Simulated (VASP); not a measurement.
Here is a VASP 6.6.1 calculation.

Contents of INCAR:

```
PREC = Accurate ; ENCUT = 520
EDIFF = 1E-7 ; ISMEAR = 0
SIGMA = 0.05 ; LREAL = F
LASPH = T ; NELM = 80
ALGO = Normal ; ISIF = 2
LWAVE = F ; LCHARG = F
GGA = PE ; NBANDS = 15
```

File KPOINTS:

```
regular mesh
0
Gamma
  8 8 8
```

Contents of POSCAR:

```
KF
1.0
    0.0291173907      2.7251720890      2.7251720890
    2.7251720890      0.0291173907      2.7251720890
    2.7251720890      2.7251720890      0.0291173907
K F
1 1
Direct
    0.0000000000      0.0000000000      0.0000000000
    0.5000000000      0.5000000000      0.5000000000
```

Potentials or basis: VASP PAW PBE potentials, release 64 (K_sv, F).

Command:

```bash
$ cat potpaw_PBE.64/K_sv/POTCAR potpaw_PBE.64/F/POTCAR > POTCAR
$ mpirun -np 1 vasp_std > vasp.out
```

Question: What does it give for the band gap on the k mesh?

Answer: 5.94 eV.

Question: Predict the pressure.

Answer: 0.0 GPa.

Stress tensor (GPa, compression positive):
```
 0.00 -0.15 -0.15
-0.15  0.00 -0.15
-0.15 -0.15  0.00
```

A k mesh can miss the band edges. As with any semilocal functional, this PBE gap is likely too small.
